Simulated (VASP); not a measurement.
# CO (P2_13) in VASP: further runs

CO is run at these levels: r2SCAN; tasks: single point.

All numbers are computed with VASP 6.6.1; they aren't measurements. Logs are shortened: lines on timing, memory, paths and dates and some standing lists are left out, and cuts for length are marked.

**1. The cell of the first run**

Symmetry: P2_13, No. 198, cubic system. The conventional cell has a = 5.630 Å, b = 5.630 Å, c = 5.630 Å, α = 90.00°, β = 90.00°, γ = 90.00°. C (site symmetry 3) has 1 O at 1.06 Å within 1.4 Å. Within 1.4 Å of O (site symmetry 3) lie 1 C at 1.06 Å.

**2. Single point, r2SCAN**

Contents of POSCAR:

```
CO
1.0
    5.6300000000      0.0000000000      0.0000000000
    0.0000000000      5.6300000000      0.0000000000
    0.0000000000      0.0000000000      5.6300000000
C O
4 4
Direct
    0.9580000000      0.9580000000      0.9580000000
    0.5420000000      0.0420000000      0.4580000000
    0.4580000000      0.5420000000      0.0420000000
    0.0420000000      0.4580000000      0.5420000000
    0.0670000000      0.0670000000      0.0670000000
    0.4330000000      0.9330000000      0.5670000000
    0.5670000000      0.4330000000      0.9330000000
    0.9330000000      0.5670000000      0.4330000000
```

Contents of INCAR.step1:

```
SYSTEM = CO
PREC     = Accurate       ! precision mode
ENCUT    = 520            ! plane-wave cutoff, eV
ISMEAR   = 0              ! smearing method
SIGMA    = 0.1            ! smearing width, eV
LREAL    = .False.        ! projectors in reciprocal space
LASPH    = .True.         ! aspherical terms in the spheres
NELM     = 100            ! most SCF steps
NBANDS   = 30             ! bands
GGA      = PE             ! functional
ALGO     = Normal         ! electronic algorithm
EDIFF    = 1E-4           ! SCF threshold, eV
LWAVE    = .True.         ! write WAVECAR
LCHARG   = .False.        ! write CHGCAR
```

Contents of INCAR.step2:

```
SYSTEM = CO
PREC     = Accurate       ! precision mode
ENCUT    = 520            ! plane-wave cutoff, eV
EDIFF    = 1E-7           ! SCF threshold, eV
ISMEAR   = 0              ! smearing method
SIGMA    = 0.1            ! smearing width, eV
LREAL    = .False.        ! projectors in reciprocal space
LASPH    = .True.         ! aspherical terms in the spheres
NELM     = 100            ! most SCF steps
ALGO     = Normal         ! electronic algorithm
ISIF     = 2              ! what is computed and relaxed
LWAVE    = .False.        ! write WAVECAR
LCHARG   = .False.        ! write CHGCAR
METAGGA  = R2SCAN         ! meta-GGA
LMIXTAU  = .True.       
NBANDS   = 30             ! bands
ISTART   = 1
```

Contents of KPOINTS:

```
Automatic mesh
0
Gamma
  4 4 4
  0 0 0
```

Potentials or basis: VASP PAW PBE potentials, release 64 (C, O).

Launch:

```bash
cat potpaw_PBE.64/C/POTCAR potpaw_PBE.64/O/POTCAR > POTCAR
cp INCAR.step1 INCAR
mpirun -np 1 vasp_std > vasp.out
cp INCAR.step2 INCAR
mpirun -np 1 vasp_std > vasp.out
```

OUTCAR:

```text
SYSTEM = CO
   PREC = Accurate
   ENCUT = 520
   EDIFF = 1E-7
   ISMEAR = 0
   LREAL = .False.
   LASPH = .True.
   NELM = 100
   ISIF = 2
   METAGGA = R2SCAN
   ISTART = 1

 ion  position               nearest neighbor table
   1  0.958  0.958  0.958-   5 1.06
   2  0.542  0.042  0.458-   6 1.06
   3  0.458  0.542  0.042-   7 1.06
   4  0.042  0.458  0.542-   8 1.06
   5  0.067  0.067  0.067-   1 1.06
   6  0.433  0.933  0.567-   2 1.06
   7  0.567  0.433  0.933-   3 1.06
   8  0.933  0.567  0.433-   4 1.06

  LATTYP: Found a simple cubic cell.
 ALAT       =     5.6300000000

  Lattice vectors:

 A1 = (   5.6300000000,   0.0000000000,   0.0000000000)
 A2 = (   0.0000000000,   5.6300000000,   0.0000000000)
 A3 = (   0.0000000000,   0.0000000000,   5.6300000000)

Analysis of symmetry for initial positions (statically):
=====================================================================
 Subroutine PRICEL returns:
 Original cell was already a primitive cell.

 Routine SETGRP: Setting up the symmetry group for a
 simple cubic supercell.

 Subroutine GETGRP returns: Found 12 space group operations
 (whereof  3 operations were pure point group operations)
 out of a pool of 48 trial point group operations.

The static configuration has the point symmetry C_3 .
 The point group associated with its full space group is T   .

Analysis of symmetry for dynamics (positions and initial velocities):
=====================================================================
 Subroutine PRICEL returns:
 Original cell was already a primitive cell.

 Routine SETGRP: Setting up the symmetry group for a
 simple cubic supercell.

 Subroutine GETGRP returns: Found 12 space group operations
 (whereof  3 operations were pure point group operations)
 out of a pool of 48 trial point group operations.

The dynamic configuration has the point symmetry C_3 .
 The point group associated with its full space group is T   .

 Subroutine INISYM returns: Found 12 space group operations
 (whereof  3 operations are pure point group operations),
 and found     1 'primitive' translations

[... 92 lines left out ...]
   EDIFF  = 0.1E-06   stopping-criterion for ELM
   LREAL  =      F    real-space projection
   EDIFFG = 0.1E-05   stopping-criterion for IOM
   NSW    =      0    number of steps for IOM
   IBRION =     -1    ionic relax: 0-MD 1-quasi-New 2-CG
   NFREE  =      0    steps in history (QN), initial steepest desc. (CG)
   ISIF   =      2    stress and relaxation
   ISYM   =      2    0-nonsym 1-usesym 2-fastsym
   POTIM  = 0.5000    time-step for ionic-motion
   TEBEG  =    0.0;   TEEND  =   0.0 temperature during run
   PSTRESS=    0.0 pullay stress
   NELECT =      40.0000    total number of electrons
   NUPDOWN=      -1.0000    fix difference up-down
   EMIN   =  10.00;   EMAX   =-10.00  energy-range for DOS
   EFERMI =   0.00;   METHOD = LEGACY
   ISMEAR =     0;   SIGMA  =   0.10  broadening in eV -4-tet -1-fermi 0-gaus
   EFERMI_NEDOS =   21; number of points for ismear=-14 and -15
   IALGO  =     38    algorithm
   IMIX   =      4    mixing-type and parameters
     AMIX     =   0.40;   BMIX     =  1.00
     AMIX_MAG =   1.60;   BMIX_MAG =  1.00
  volume/ion in A,a.u.               =      22.31       150.53
  Fermi-wavevector in a.u.,A,eV,Ry     =   0.994458  1.879253 13.455436  0.988947
  Thomas-Fermi vector in A             =   2.126411
   LORBIT       =      0    0 simple, 1 ext, 2 COOP (PROOUT), +10 PAW based schemes
   METAGGA = R2SCAN    functional components
   LHFCALC =     F    Hartree Fock is set to
   AEXX    =    0.0000 exact exchange contribution
   IVDW    =     0    specifies the selected vdW correction
   LEPSILON=     F    determine dielectric tensor
   LRPA    =     F    only Hartree local field effects (RPA)
 non-spin polarized calculation
 Gauss-broadening in eV      SIGMA  =   0.10
  energy-cutoff  :      520.00
  volume of cell :      178.45
 maximum number of plane-waves:      4828
 NGX is ok and might be reduce to    42
   NGX = 21   NGY = 21   NGZ = 21

 number of electron      40.0000033 magnetization

 Free energy of the ion-electron system (eV)
  ---------------------------------------------------
  ext. energy  EPLUGINS =         0.00000000
  ---------------------------------------------------
  free energy    TOTEN  =       -64.58493519 eV

  energy without entropy =      -64.58493519  energy(sigma->0) =      -64.58493519

 E-fermi :  -5.0479     XC(G=0):  -6.6362

 val. band max:       -5.6151896792   @ k =   0.2500   0.0000   0.0000
 cond. band min:       1.5304273559   @ k =   0.2500   0.0000   0.0000
 fundamental gap:      7.1456170351
 Fermi energy:        -5.0478757776

 k-point     1 :       0.0000    0.0000    0.0000
  band No.  band energies     occupation
      1     -28.5401      2.00000
      2     -28.4978      2.00000
      3     -28.4978      2.00000
      4     -28.4978      2.00000
      5     -11.2823      2.00000
      6     -11.2823      2.00000
[... 352 lines left out ...]
     29       6.6015      0.00000
     30       6.6015      0.00000

------------------------ aborting loop because EDIFF is reached ----------------------------------------

  FORCE on cell =-STRESS in cart. coord.  units (eV):
  Direction    XX          YY          ZZ          XY          YZ          ZX
  --------------------------------------------------------------------------------------
  -------------------------------------------------------------------------------------
  Total       15.7721155     15.7721155     15.7721155      0.0000000      0.0000000     -0.0000000
  in kB      141.6039426    141.6039426    141.6039426      0.0000000      0.0000000     -0.0000000
  external PRESSURE =     141.6039426 kB  Pullay stress =       0.0000000 kB

 VOLUME and BASIS-vectors are now :
 -----------------------------------------------------------------------------
  energy-cutoff  :      520.00
  volume of cell :      178.45
      direct lattice vectors                 reciprocal lattice vectors
     5.630000000  0.000000000  0.000000000     0.177619893  0.000000000  0.000000000
     0.000000000  5.630000000  0.000000000     0.000000000  0.177619893  0.000000000
     0.000000000  0.000000000  5.630000000     0.000000000  0.000000000  0.177619893

 POSITION                                       TOTAL-FORCE (eV/Angst)
 -----------------------------------------------------------------------------------
      5.39354      5.39354      5.39354        -6.495527     -6.495527     -6.495527
      3.05146      0.23646      2.57854         6.495527      6.495527     -6.495527
      2.57854      3.05146      0.23646        -6.495527      6.495527      6.495527
      0.23646      2.57854      3.05146         6.495527     -6.495527      6.495527
      0.37721      0.37721      0.37721         6.505078      6.505078      6.505078
      2.43779      5.25279      3.19221        -6.505078     -6.505078      6.505078
      3.19221      2.43779      5.25279         6.505078     -6.505078     -6.505078
      5.25279      3.19221      2.43779        -6.505078      6.505078     -6.505078
 -----------------------------------------------------------------------------------
    total drift:                               -0.000000     -0.000000      0.000000

  FREE ENERGIE OF THE ION-ELECTRON SYSTEM (eV)
  ---------------------------------------------------
  free  energy   TOTEN  =       -64.5849351948 eV

  energy  without entropy=      -64.5849351948  energy(sigma->0) =      -64.58493519
```

OUTCAR.step1:

```text
SYSTEM = CO
   PREC = Accurate
   ENCUT = 520
   ISMEAR = 0
   LREAL = .False.
   LASPH = .True.
   NELM = 100
[... 593 lines left out ...]
      2.43779      5.25279      3.19221        -7.019863     -7.019863      7.019863
      3.19221      2.43779      5.25279         7.019863     -7.019863     -7.019863
      5.25279      3.19221      2.43779        -7.019863      7.019863     -7.019863
 -----------------------------------------------------------------------------------
    total drift:                               -0.000000     -0.000000      0.000000

  FREE ENERGIE OF THE ION-ELECTRON SYSTEM (eV)
  ---------------------------------------------------
  free  energy   TOTEN  =       -57.4600628060 eV

  energy  without entropy=      -57.4600628060  energy(sigma->0) =      -57.46006281
```

It took 3.5 min on 1 thread of Intel Xeon Platinum 8259CL at 2.50GHz (Skylake/Cascade Lake), shared host; peak memory 0.29 GiB.

What came out:

```
Free energy            : -64.5849 eV
Pressure               : 14.2 GPa
Largest force          : 11.267 eV/Å
Band gap on the k mesh : 7.15 eV, direct
```

Forces in eV/Å, atoms in the order of the input:
```
C   -6.496 -6.496 -6.496
C    6.496  6.496 -6.496
C   -6.496  6.496  6.496
C    6.496 -6.496  6.496
O    6.505  6.505  6.505
O   -6.505 -6.505  6.505
O    6.505 -6.505 -6.505
O   -6.505  6.505 -6.505
```

Caveat: the PAW data sets were made with another functional, which shifts forces and pressure a little. A k mesh can miss the band edges.

**3. Single point, r2SCAN**

This run uses another cell than the first one, of 22.71 Å³/atom, 1.018 times its volume.

Contents of POSCAR:

```
CO
1.0
    5.6639354834      0.0000000000      0.0000000000
    0.0000000000      5.6639354834      0.0000000000
    0.0000000000      0.0000000000      5.6639354834
C O
4 4
Direct
    0.9644410114      0.9644410114      0.9644410114
    0.5355589886      0.0355589886      0.4644410114
    0.4644410114      0.5355589886      0.0355589886
    0.0355589886      0.4644410114      0.5355589886
    0.0792260673      0.0792260673      0.0792260673
    0.4207739327      0.9207739327      0.5792260673
    0.5792260673      0.4207739327      0.9207739327
    0.9207739327      0.5792260673      0.4207739327
```

Contents of INCAR.step1:

```
ALGO = Normal ; EDIFF = 1E-4
ENCUT = 520 ; GGA = PE
ISMEAR = 0 ; LASPH = T
LCHARG = F ; LREAL = F
LWAVE = T ; NBANDS = 30
NELM = 80 ; PREC = Accurate
SIGMA = 0.1
```

Contents of INCAR.step2:

```
ALGO = Normal ; EDIFF = 1E-6
ENCUT = 520 ; ISIF = 2
ISMEAR = 0 ; ISTART = 1
LASPH = T ; LCHARG = F
LMIXTAU = T ; LREAL = F
LWAVE = F ; METAGGA = R2SCAN
NBANDS = 30 ; NELM = 80
PREC = Accurate ; SIGMA = 0.1
```

Contents of KPOINTS:

```
k-points
0
Gamma
  4 4 4
```

Potentials or basis: VASP PAW PBE potentials, release 64 (C, O).

Launch:

```bash
cat potpaw_PBE.64/C/POTCAR potpaw_PBE.64/O/POTCAR > POTCAR
cp INCAR.step1 INCAR
mpirun -np 1 vasp_std > vasp.out
cp INCAR.step2 INCAR
mpirun -np 1 vasp_std > vasp.out
```

OUTCAR:

```text
EDIFF = 1E-6
   ENCUT = 520
   ISIF = 2
   ISMEAR = 0
   ISTART = 1
   LASPH = T
   LREAL = F
   METAGGA = R2SCAN
   NELM = 80
   PREC = Accurate

 ion  position               nearest neighbor table
   1  0.964  0.964  0.964-   5 1.13
   2  0.536  0.036  0.464-   6 1.13
   3  0.464  0.536  0.036-   7 1.13
   4  0.036  0.464  0.536-   8 1.13
   5  0.079  0.079  0.079-   1 1.13
   6  0.421  0.921  0.579-   2 1.13
   7  0.579  0.421  0.921-   3 1.13
   8  0.921  0.579  0.421-   4 1.13

[... 559 lines left out ...]
  Total        1.4934626      1.4934626      1.4934626     -0.0000000     -0.0000000      0.0000000
  in kB       13.1689166     13.1689166     13.1689166     -0.0000000     -0.0000000      0.0000000
  external PRESSURE =      13.1689166 kB  Pullay stress =       0.0000000 kB

 VOLUME and BASIS-vectors are now :
 -----------------------------------------------------------------------------
  energy-cutoff  :      520.00
  volume of cell :      181.70
      direct lattice vectors                 reciprocal lattice vectors
     5.663935483  0.000000000  0.000000000     0.176555683  0.000000000  0.000000000
     0.000000000  5.663935483  0.000000000     0.000000000  0.176555683  0.000000000
     0.000000000  0.000000000  5.663935483     0.000000000  0.000000000  0.176555683

 POSITION                                       TOTAL-FORCE (eV/Angst)
 -----------------------------------------------------------------------------------
      5.46253      5.46253      5.46253        -0.637939     -0.637939     -0.637939
      3.03337      0.20140      2.63056         0.637939      0.637939     -0.637939
      2.63056      3.03337      0.20140        -0.637939      0.637939      0.637939
      0.20140      2.63056      3.03337         0.637939     -0.637939      0.637939
      0.44873      0.44873      0.44873         0.639123      0.639123      0.639123
      2.38324      5.21520      3.28070        -0.639123     -0.639123      0.639123
      3.28070      2.38324      5.21520         0.639123     -0.639123     -0.639123
      5.21520      3.28070      2.38324        -0.639123      0.639123     -0.639123
 -----------------------------------------------------------------------------------
    total drift:                               -0.000000     -0.000000      0.000000

  FREE ENERGIE OF THE ION-ELECTRON SYSTEM (eV)
  ---------------------------------------------------
  free  energy   TOTEN  =       -66.0584961533 eV

  energy  without entropy=      -66.0584961533  energy(sigma->0) =      -66.05849615
```

OUTCAR.step1:

```text
EDIFF = 1E-4
   ENCUT = 520
   GGA = PE
   ISMEAR = 0
[... 593 lines left out ...]
      0.44873      0.44873      0.44873         1.164249      1.164249      1.164249
      2.38324      5.21520      3.28070        -1.164249     -1.164249      1.164249
      3.28070      2.38324      5.21520         1.164249     -1.164249     -1.164249
      5.21520      3.28070      2.38324        -1.164249      1.164249     -1.164249
 -----------------------------------------------------------------------------------
    total drift:                               -0.000000     -0.000000      0.000000

  FREE ENERGIE OF THE ION-ELECTRON SYSTEM (eV)
  ---------------------------------------------------
  free  energy   TOTEN  =       -59.1694499073 eV

  energy  without entropy=      -59.1694499073  energy(sigma->0) =      -59.16944991
```

Wall time 3 min (1 thread of Intel Xeon Platinum 8259CL at 2.50GHz (Skylake/Cascade Lake), shared host); peak memory 0.29 GiB.

Results:

```
Free energy            : -66.0585 eV
Pressure               : 1.3 GPa
Largest force          : 1.107 eV/Å
Band gap on the k mesh : 6.76 eV, direct
```

Forces in eV/Å, atoms in the order of the input:
```
C   -0.638 -0.638 -0.638
C    0.638  0.638 -0.638
C   -0.638  0.638  0.638
C    0.638 -0.638  0.638
O    0.639  0.639  0.639
O   -0.639 -0.639  0.639
O    0.639 -0.639 -0.639
O   -0.639  0.639 -0.639
```

Caveat: the PAW data sets were made with another functional, which shifts forces and pressure a little. r2SCAN opens gaps a little over a GGA but as a rule still falls short of measured ones.

**4. Single point, r2SCAN**

This run uses another cell than the first one, of 22.77 Å³/atom, 1.021 times its volume.

Contents of POSCAR:

```
CO
1.0
    5.6688011318      0.0000000000      0.0000000000
    0.0000000000      5.6688011318      0.0000000000
    0.0000000000      0.0000000000      5.6688011318
C O
4 4
Direct
    0.9661917840      0.9661917840      0.9661917840
    0.5338082160      0.0338082160      0.4661917840
    0.4661917840      0.5338082160      0.0338082160
    0.0338082160      0.4661917840      0.5338082160
    0.0809099388      0.0809099388      0.0809099388
    0.4190900612      0.9190900612      0.5809099388
    0.5809099388      0.4190900612      0.9190900612
    0.9190900612      0.5809099388      0.4190900612
```

Contents of INCAR.step1:

```
SYSTEM = CO
ALGO = Normal
EDIFF = 1E-4
ENCUT = 520
GGA = PE
ISMEAR = 0
LASPH = .True.
LCHARG = .False.
LREAL = .False.
LWAVE = .True.
NBANDS = 30
NELM = 60
PREC = Accurate
SIGMA = 0.02
```

Contents of INCAR.step2:

```
SYSTEM = CO
ALGO = Normal
EDIFF = 1E-7
ENCUT = 520
ISIF = 2
ISMEAR = 0
ISTART = 1
LASPH = .True.
LCHARG = .True.
LELF = .True.
LMIXTAU = .True.
LREAL = .False.
LVHAR = .True.
LWAVE = .False.
METAGGA = R2SCAN
NBANDS = 30
NELM = 60
PREC = Accurate
SIGMA = 0.02
```

Contents of KPOINTS:

```
k-points
0
Gamma
  4 4 4
  0 0 0
```

Launch:

```bash
cat potpaw_PBE.64/C/POTCAR potpaw_PBE.64/O/POTCAR > POTCAR
cp INCAR.step1 INCAR
mpirun -np 1 vasp_std > vasp.out
cp INCAR.step2 INCAR
mpirun -np 1 vasp_std > vasp.out
```

Wall time 3.4 min (1 thread of Intel Xeon Platinum 8259CL at 2.50GHz (Skylake/Cascade Lake), shared host); peak memory 0.29 GiB.

It converged, with:

- Free energy: -66.0595 eV
- Pressure: 1.3 GPa
- Largest force: 1.074 eV/Å
- Band gap on the k mesh: 6.77 eV, indirect (the least direct gap lies 1.3 meV higher)

Forces in eV/Å, atoms in the order of the input:
```
C   -0.620 -0.620 -0.620
C    0.620  0.620 -0.620
C   -0.620  0.620  0.620
C    0.620 -0.620  0.620
O    0.618  0.618  0.618
O   -0.618 -0.618  0.618
O    0.618 -0.618 -0.618
O   -0.618  0.618 -0.618
```

Levels at points of the mesh, in eV from the valence-band top:
```
           k point  band 17  band 18  band 19  band 20  band 21  band 22  band 23  band 24
(0.00, 0.00, 0.00)    -1.11    -0.03    -0.03    -0.03     7.00     7.00     7.00     7.66
(0.50, 0.00, 0.00)    -0.53    -0.53     0.00     0.00     6.81     6.81     7.54     7.54
(0.50, 0.50, 0.00)    -0.32    -0.32    -0.20    -0.20     7.03     7.03     7.32     7.32
(0.50, 0.50, 0.50)    -0.28    -0.28    -0.28    -0.28     7.37     7.37     7.37     7.37
```

Caveat: the PAW data sets were made with another functional, which shifts forces and pressure a little.

**5. Overview**

| cell | smearing | gap on the mesh (eV) | pressure (GPa) | largest force (eV/Å) |
| --- | --- | --- | --- | --- |
| a = 5.630 Å, 8 atoms | gaussian 0.1 eV | 7.15 | 14.2 | 11.27 |
| a = 5.664 Å, 8 atoms | gaussian 0.1 eV | 6.76 | 1.3 | 1.11 |
| a = 5.669 Å, 8 atoms | gaussian 0.02 eV | 6.77 | 1.3 | 1.07 |

Alike in all rows: task single point; level r2SCAN; potentials or basis VASP PAW PBE potentials, release 64 (C, O); no spin polarisation; k mesh 4 × 4 × 4; cutoff (eV) 520.

Caveats: the PAW data sets were made with another functional, which shifts forces and pressure a little.

Absolute energies hang on the potentials; compare differences alone.
